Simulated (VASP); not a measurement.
The system is InGe3S2.

```
In Ge S
1.0
    -3.31173    3.31173    3.42538
     3.31173   -3.31173    3.42538
     3.31173    3.31173   -3.42538
In Ge S
1 3 2
Direct
  0.50000 0.50000 0.00000
  0.50000 0.00000 0.50000
  0.00000 0.50000 0.50000
  0.00000 0.00000 0.00000
  0.75000 0.25000 0.50000
  0.25000 0.75000 0.50000
```

The cell was built from a structure type or drawn by symmetry, and may not be a known phase.

| Item | Value |
| --- | --- |
| Program | VASP 6.6.1 |
| Task | relaxation of cell and atoms |
| Functional | PBE |
| Potentials or basis | VASP PAW PBE potentials, release 64 (In_d, Ge_d, S) |
| Cutoff | 600 eV |
| k mesh | 4 × 4 × 4 |
| Occupations | gaussian, width 0.1 eV |
| Spin | no spin polarisation |

At the start: pressure 46.6 GPa; volume 25.05 Å³/atom.

Task: Where does the relaxation end?

Result: Over 14 steps the energy falls by 2966.7 meV/atom and the volume is 24.72 Å³/atom (-1.3 %); space group I4/mmm (No. 139, to 0.1 Å) before and after.

The path:
```
step  energy change (eV)  largest force (eV/Å)  pressure (GPa)  volume (Å³)
   1              0.0000                0.0000           46.55       150.27
   2             -3.6306                0.0000          -19.04       301.69
   3            -15.6195                0.0000           -6.59       221.94
   4            -15.8459                0.0000           -5.85       216.75
   5            -16.0184                0.0000           -3.81       206.08
   6            -16.0216                0.0000           -4.08       207.25
   7            -16.8523                0.0000           -4.08       186.06
   8            -17.1004                0.0000            7.73       128.91
   9            -17.6475                0.0000           -2.54       161.43
  10            -17.7662                0.0000            0.97       144.21
  11            -17.7965                0.0000           -0.61       150.20
  12            -17.7979                0.0000           -0.34       149.14
  13            -17.7990                0.0000            0.29       147.70
  14            -17.8004                0.0000            0.01       148.31
```

Final structure:
```
In Ge S
1.0
    -2.77089    2.77089    4.82918
     2.77089   -2.77089    4.82918
     2.77089    2.77089   -4.82918
In Ge S
1 3 2
Direct
  0.50000 0.50000 0.00000
  0.50000 0.00000 0.50000
  0.00000 0.50000 0.50000
  0.00000 0.00000 0.00000
  0.75000 0.25000 0.50000
  0.25000 0.75000 0.50000
```
